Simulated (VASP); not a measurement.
Here is a VASP 6.6.1 calculation.

INCAR

```
SYSTEM = Mg2C
PREC = Accurate ; ENCUT = 600
EDIFF = 1E-6 ; ISMEAR = 0
SIGMA = 0.01 ; LREAL = .FALSE.
LASPH = .TRUE. ; NELM = 120
ALGO = Normal ; ISIF = 2
LWAVE = .FALSE. ; LCHARG = .TRUE.
GGA = PE ; LELF = .TRUE.
LVHAR = .TRUE. ; NBANDS = 11
ISYM = 0 ; GGA_COMPAT = .FALSE.
```

File KPOINTS:

```
Automatic mesh
0
Gamma
  6 6 6
  0.5 0.5 0.5
```

POSCAR

```
Mg2C
1.0
    0.0000000000      2.7109426181      2.7109426181
    2.7109426181      0.0000000000      2.7109426181
    2.7109426181      2.7109426181      0.0000000000
C Mg
1 2
Direct
    0.0000000000      0.0000000000      0.0000000000
    0.2500000000      0.2500000000      0.2500000000
    0.7500000000      0.7500000000      0.7500000000
```

Potentials or basis: VASP PAW PBE potentials, release 64 (C, Mg).

Run with:

```bash
$ cat potpaw_PBE.64/C/POTCAR potpaw_PBE.64/Mg/POTCAR > POTCAR
$ mpirun -np 1 vasp_std > vasp.out
```

Question: What does it give for the pressure?

Answer: 1.8 GPa.

Question: What does it give for the band gap on the k mesh?

Answer: 1.12 eV, indirect (least direct gap 2.05 eV).

A k mesh can miss the band edges. As with any semilocal functional, this PBE gap is likely too small.
